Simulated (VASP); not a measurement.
# Pt (Fm-3m) in VASP: further runs

Pt is run at these levels: LDA; tasks: single point.

Everything below comes from runs of VASP 6.6.1. Logs are shortened: lines on timing, memory, paths and dates and some standing lists are left out, and cuts for length are marked.

**1. The cell of the first run**

Symmetry: Fm-3m, No. 225, cubic system. Conventional cell: a = 3.893 Å, b = 3.893 Å, c = 3.893 Å, α = 90.00°, β = 90.00°, γ = 90.00°. Within 3.6 Å of Pt (site symmetry m-3m) lie 12 Pt at 2.75 Å.

**2. Single point, LDA, collinear spin, ferromagnetic start**

The input, INCAR:

```
PREC = Accurate
ENCUT = 520
EDIFF = 1E-6
ISMEAR = -1
SIGMA = 0.05
LREAL = False
LASPH = True
NELM = 150
ALGO = Normal
ISIF = 2
LWAVE = False
LCHARG = True
ISPIN = 2
MAGMOM = 1
LORBIT = 11
LMAXMIX = 4
GGA = CA
LELF = True
LVHAR = True
NBANDS = 15
```

The input, KPOINTS:

```
Automatic mesh
0
Gamma
  23 23 23
```

The input, POSCAR:

```
Pt
1.0
    0.0000000000      1.9466684924      1.9466684924
    1.9466684924      0.0000000000      1.9466684924
    1.9466684924      1.9466684924      0.0000000000
Pt
1
Direct
    0.0000000000      0.0000000000      0.0000000000
```

Potentials or basis: VASP PAW LDA potentials, release 64 (Pt).

Launch:

```bash
$ cat potpaw_LDA.64/Pt/POTCAR > POTCAR
$ mpirun -np 1 vasp_std > vasp.out
```

OUTCAR:

```text
PREC = Accurate
   ENCUT = 520
   EDIFF = 1E-6
   ISMEAR = -1
   LREAL = False
   LASPH = True
   NELM = 150
   ISIF = 2
   ISPIN = 2
   LORBIT = 11
   GGA = CA

 ion  position               nearest neighbor table
   1  0.000  0.000  0.000-

  LATTYP: Found a face centered cubic cell.
 ALAT       =     3.8933369848

  Lattice vectors:

 A1 = (   0.0000000000,   1.9466684924,   1.9466684924)
 A2 = (   1.9466684924,   0.0000000000,   1.9466684924)
 A3 = (   1.9466684924,   1.9466684924,   0.0000000000)

Analysis of symmetry for initial positions (statically):
=====================================================================
 Subroutine PRICEL returns:
 Original cell was already a primitive cell.

 Routine SETGRP: Setting up the symmetry group for a
 face centered cubic supercell.

 Subroutine GETGRP returns: Found 48 space group operations
 (whereof 48 operations were pure point group operations)
 out of a pool of 48 trial point group operations.

The static configuration has the point symmetry O_h .

Analysis of symmetry for dynamics (positions and initial velocities):
=====================================================================
 Subroutine PRICEL returns:
 Original cell was already a primitive cell.

 Routine SETGRP: Setting up the symmetry group for a
 face centered cubic supercell.

 Subroutine GETGRP returns: Found 48 space group operations
 (whereof 48 operations were pure point group operations)
 out of a pool of 48 trial point group operations.

The dynamic configuration has the point symmetry O_h .

Analysis of structural, dynamic, and magnetic symmetry:
=====================================================================
 Subroutine PRICEL returns:
 Original cell was already a primitive cell.

 Routine SETGRP: Setting up the symmetry group for a
 face centered cubic supercell.

 Subroutine GETGRP returns: Found 48 space group operations
 (whereof 48 operations were pure point group operations)
 out of a pool of 48 trial point group operations.

The overall configuration has the point symmetry O_h .

 Subroutine INISYM returns: Found 48 space group operations
 (whereof 48 operations are pure point group operations),
 and found     1 'primitive' translations

----------------------------------------------------------------------------------------

                                     Primitive cell

  volume of cell :      14.7539

  direct lattice vectors                    reciprocal lattice vectors
     0.000000000  1.946668492  1.946668492    -0.256849074  0.256849074  0.256849074
     1.946668492  0.000000000  1.946668492     0.256849074 -0.256849074  0.256849074
     1.946668492  1.946668492  0.000000000     0.256849074  0.256849074 -0.256849074

  length of vectors
     2.753004983  2.753004983  2.753004983     0.444875646  0.444875646  0.444875646

  position of ions in fractional coordinates (direct lattice)
     0.000000000  0.000000000  0.000000000

  ion indices of the primitive-cell ions
   primitive index   ion index
                 1           1

----------------------------------------------------------------------------------------

 KPOINTS: Automatic mesh

Automatic generation of k-mesh.
 Grid dimensions read from file:
 generate k-points for:   23   23   23

 Generating k-lattice:

  Cartesian coordinates                     Fractional coordinates (reciprocal lattice)
    -0.011167351  0.011167351  0.011167351     0.043478261  0.000000000  0.000000000
     0.011167351 -0.011167351  0.011167351     0.000000000  0.043478261  0.000000000
     0.011167351  0.011167351 -0.011167351     0.000000000  0.000000000  0.043478261

  Length of vectors
     0.019342419  0.019342419  0.019342419

  Shift w.r.t. Gamma in fractional coordinates (k-lattice)
     0.000000000  0.000000000  0.000000000

 Subroutine IBZKPT returns following result:
 ===========================================

 Found    364 irreducible k-points:

 Following reciprocal coordinates:
            Coordinates               Weight
  0.000000  0.000000  0.000000      1.000000
  0.043478  0.000000  0.000000      8.000000
  0.086957  0.000000  0.000000      8.000000
  0.130435  0.000000  0.000000      8.000000
  0.173913  0.000000  0.000000      8.000000
  0.217391  0.000000  0.000000      8.000000
[... 16 lines left out ...]
  0.478261  0.043478  0.000000     24.000000
 -0.478261  0.043478  0.000000     24.000000
 [... further k-points ...]
   k-points           NKPTS =    364   k-points in BZ     NKDIM =    364   number of bands    NBANDS=     15
   number of dos      NEDOS =    301   number of ions     NIONS =      1
   total plane-waves  NPLWV =   8000
   dimension x,y,z NGX =    20 NGY =   20 NGZ =   20
   dimension x,y,z NGXF=    40 NGYF=   40 NGZF=   40
   ions per type =               1
   NGX,Y,Z   is equivalent  to a cutoff of  12.08, 12.08, 12.08 a.u.
   NGXF,Y,Z  is equivalent  to a cutoff of  24.15, 24.15, 24.15 a.u.
 SYSTEM =  unknown system
   PREC   = accura    normal or accurate (medium, high low for compatibility)
   ISTART =      0    job   : 0-new  1-cont  2-samecut
   ICHARG =      2    charge: 1-file 2-atom 10-const
   ISPIN  =      2    spin polarized calculation?
   LNONCOLLINEAR =      F non collinear calculations
   LSORBIT =      F    spin-orbit coupling
   LASPH  =      T    aspherical Exc in radial PAW
   ENCUT  =  520.0 eV  38.22 Ry    6.18 a.u.   5.12  5.12  5.12*2*pi/ulx,y,z
   NELM   =    150;   NELMIN=  2; NELMDL= -5     # of ELM steps
   EDIFF  = 0.1E-05   stopping-criterion for ELM
   LREAL  =      F    real-space projection
   EDIFFG = 0.1E-04   stopping-criterion for IOM
   NSW    =      0    number of steps for IOM
   IBRION =     -1    ionic relax: 0-MD 1-quasi-New 2-CG
   NFREE  =      0    steps in history (QN), initial steepest desc. (CG)
   ISIF   =      2    stress and relaxation
   ISYM   =      2    0-nonsym 1-usesym 2-fastsym
   POTIM  = 0.5000    time-step for ionic-motion
   TEBEG  =    0.0;   TEEND  =   0.0 temperature during run
   PSTRESS=    0.0 pullay stress
   NELECT =      10.0000    total number of electrons
   NUPDOWN=      -1.0000    fix difference up-down
   EMIN   =  10.00;   EMAX   =-10.00  energy-range for DOS
   EFERMI =   0.00;   METHOD = LEGACY
   ISMEAR =    -1;   SIGMA  =   0.05  broadening in eV -4-tet -1-fermi 0-gaus
   EFERMI_NEDOS =   21; number of points for ismear=-14 and -15
   IALGO  =     38    algorithm
   IMIX   =      4    mixing-type and parameters
     AMIX     =   0.40;   BMIX     =  1.00
     AMIX_MAG =   1.60;   BMIX_MAG =  1.00
  volume/ion in A,a.u.               =      14.75        99.56
  Fermi-wavevector in a.u.,A,eV,Ry     =   1.438046  2.717513 28.136533  2.067977
  Thomas-Fermi vector in A             =   2.557056
   LORBIT       =     11    0 simple, 1 ext, 2 COOP (PROOUT), +10 PAW based schemes
   GGA     = CA    functional components
   LHFCALC =     F    Hartree Fock is set to
   AEXX    =    0.0000 exact exchange contribution
   IVDW    =     0    specifies the selected vdW correction
   LEPSILON=     F    determine dielectric tensor
   LRPA    =     F    only Hartree local field effects (RPA)
 spin polarized calculation
  energy-cutoff  :      520.00
  volume of cell :       14.75
 maximum number of plane-waves:       411
   NGX = 11   NGY = 11   NGZ = 11

 number of electron      10.0000000 magnetization      -0.0035665

 number of electron      10.0000000 magnetization       0.0009498

 Free energy of the ion-electron system (eV)
  ---------------------------------------------------
  ext. energy  EPLUGINS =         0.00000000
  ---------------------------------------------------
  free energy    TOTEN  =        -7.51210444 eV

  energy without entropy =       -7.49689194  energy(sigma->0) =       -7.50449819

 E-fermi :  11.5771     XC(G=0): -13.8149

 val. band max:       11.5734171026   @ k =  -0.4783   0.1304   0.0435
 cond. band min:      11.5904913950   @ k =   0.4348   0.1304   0.0000
 fundamental gap:      0.0170742923
 Fermi energy:        11.5770997914

 spin component 1

 k-point     1 :       0.0000    0.0000    0.0000
  band No.  band energies     occupation
      1       1.0774      1.00000
      2       7.6153      1.00000
      3       7.6153      1.00000
      4       7.6153      1.00000
      5       9.8878      1.00000
      6       9.8878      1.00000
      7      26.1278      0.00000
      8      31.1740      0.00000
      9      31.1740      0.00000
     10      31.1740      0.00000
     11      36.7078      0.00000
     12      44.2369      0.00000
     13      44.2369      0.00000
     14      44.2369      0.00000
     15      44.2720      0.00000
[... 397 lines left out ...]
 k-point    24 :      -0.4783    0.0435    0.0000
  band No.  band energies     occupation
      1       4.0407      1.00000
      2       7.5078      1.00000
      3       7.6097      1.00000
      4      10.4351      1.00000
      5      11.5949      0.41172
      6      12.2451      0.00000
      7      17.5616      0.00000
      8      25.8222      0.00000
      9      30.3862      0.00000
     10      30.6000      0.00000
     11      40.2735      0.00000
     12      40.3587      0.00000
     13      41.8489      0.00000
     14      44.7114      0.00000
     15      44.7140      0.00000

 [... further k-points ...]

 spin component 2

 k-point     1 :       0.0000    0.0000    0.0000
  band No.  band energies     occupation
      1       1.0776      1.00000
      2       7.6157      1.00000
      3       7.6157      1.00000
      4       7.6157      1.00000
      5       9.8882      1.00000
      6       9.8882      1.00000
      7      26.1280      0.00000
      8      31.1742      0.00000
      9      31.1742      0.00000
     10      31.1742      0.00000
     11      36.7079      0.00000
     12      44.2371      0.00000
     13      44.2371      0.00000
     14      44.2371      0.00000
     15      44.2728      0.00000
[... 397 lines left out ...]
 k-point    24 :      -0.4783    0.0435    0.0000
  band No.  band energies     occupation
      1       4.0410      1.00000
      2       7.5082      1.00000
      3       7.6101      1.00000
      4      10.4353      1.00000
      5      11.5954      0.40947
      6      12.2455      0.00000
      7      17.5619      0.00000
      8      25.8224      0.00000
      9      30.3864      0.00000
     10      30.6002      0.00000
     11      40.2736      0.00000
     12      40.3589      0.00000
     13      41.8491      0.00000
     14      44.7122      0.00000
     15      44.7153      0.00000

 [... further k-points ...]
[... 5 lines left out ...]
  --------------------------------------------------------------------------------------
  -------------------------------------------------------------------------------------
  Total        0.0841684      0.0841684      0.0841684      0.0000000      0.0000000      0.0000000
  in kB        9.1401608      9.1401608      9.1401608      0.0000000      0.0000000      0.0000000
  external PRESSURE =       9.1401608 kB  Pullay stress =       0.0000000 kB

 VOLUME and BASIS-vectors are now :
 -----------------------------------------------------------------------------
  energy-cutoff  :      520.00
  volume of cell :       14.75
      direct lattice vectors                 reciprocal lattice vectors
     0.000000000  1.946668492  1.946668492    -0.256849074  0.256849074  0.256849074
     1.946668492  0.000000000  1.946668492     0.256849074 -0.256849074  0.256849074
     1.946668492  1.946668492  0.000000000     0.256849074  0.256849074 -0.256849074

 POSITION                                       TOTAL-FORCE (eV/Angst)
 -----------------------------------------------------------------------------------
      0.00000      0.00000      0.00000        -0.000000      0.000000      0.000000
 -----------------------------------------------------------------------------------
    total drift:                                0.000000      0.000000      0.000000

  FREE ENERGIE OF THE ION-ELECTRON SYSTEM (eV)
  ---------------------------------------------------
  free  energy   TOTEN  =        -7.5121044434 eV

  energy  without entropy=       -7.4968919435  energy(sigma->0) =       -7.50449819

 total charge

# of ion       s       p       d       tot
------------------------------------------
    1        0.652   0.640   8.071   9.363

 magnetization (x)

# of ion       s       p       d       tot
------------------------------------------
    1       -0.000  -0.000   0.000   0.000
```

Run time: 88 s. Hardware: 1 thread of Intel Xeon 6975P-C, shared host; peak memory 0.22 GiB.

What came out:

```
Free energy                                           : -7.5121 eV
Pressure                                              : 0.9 GPa
Band gap on the k mesh                                : zero (filled and empty bands overlap)
Net moment                                            : 0.00 μB per cell
Valence electrons inside the program's atomic spheres : Pt 9.36
```

Caveat: spin-orbit coupling is left out, which moves the levels of the heavy elements.

(Continued in part 2 of 2.)
